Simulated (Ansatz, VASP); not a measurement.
P in VASP and in Ansatz

The input INCAR:

```
ALGO = Normal
EDIFF = 1E-6
ENCUT = 520
GGA = PE
ISIF = 2
ISMEAR = 0
LASPH = True
LCHARG = False
LREAL = False
LWAVE = False
NBANDS = 30
NELM = 80
PREC = Accurate
SIGMA = 0.2
```

File KPOINTS:

```
k-points
0
Gamma
  4 4 4
```

File POSCAR:

```
P
1.0
    4.8888088380      0.0000000000      0.0000000000
    0.0000000000      4.8888088380      0.0000000000
    0.0000000000      0.0000000000      4.8888747900
P
8
Direct
    0.0000000000      0.0000000000      0.0000000000
    0.0000000000      0.0000000000      0.5000000000
    1.0000000000      0.5000000000      0.0000000000
    1.0000000000      0.5000000000      0.5000000000
    0.5000000000      0.0000000000      0.0000000000
    0.5000000000      0.0000000000      0.5000000000
    0.5000000000      0.5000000000      0.0000000000
    0.5000000000      0.5000000000      0.5000000000
```

Input for Ansatz:

```yaml
crystal:
  lattice:
    - [4.888808838, 0.0, 0.0]
    - [0.0, 4.888808838, 0.0]
    - [0.0, 0.0, 4.88887479]
  atoms:
    - { symbol: P, position: [0.0, 0.0, 0.0] }
    - { symbol: P, position: [0.0, 0.0, 0.5] }
    - { symbol: P, position: [1.0, 0.5, 0.0] }
    - { symbol: P, position: [1.0, 0.5, 0.5] }
    - { symbol: P, position: [0.5, 0.0, 0.0] }
    - { symbol: P, position: [0.5, 0.0, 0.5] }
    - { symbol: P, position: [0.5, 0.5, 0.0] }
    - { symbol: P, position: [0.5, 0.5, 0.5] }
basis:
  ecutwfc: 420
kpoints:
  mp_grid: { grid: [4, 4, 4] }
hamiltonian:
  xc: pbe
scf:
  occupations: { method: gaussian, width: 0.2 }
  lower_state_search: "off"
output:
  forces: true
  stress: true
  eigenvalues: true
```

Alike in both runs: task single point; functional PBE; k mesh 4 × 4 × 4; occupations gaussian, width 0.2 eV; no spin polarisation.

|  | VASP | Ansatz |
| --- | --- | --- |
| version | VASP 6.6.1 | Ansatz 0.2.0 |
| potentials or method | VASP PAW PBE potentials, release 64 (P), cutoff 520 eV | scalar-relativistic, plane waves, PAW |
| valence electrons in the cell | 40 | 40 |

|  | VASP | Ansatz | Ansatz less VASP |
| --- | --- | --- | --- |
| gap on the k mesh at the Fermi level (eV) | none | none | - |
| pressure (GPa) | -0.3 | 0.0 | +0.27 |

A gap of «none» marks a metal or a gap that the smearing closes. With one functional, cell and mesh, what is left measures potentials, basis and numerics. Ansatz's warnings: near symmetry operations not taken.
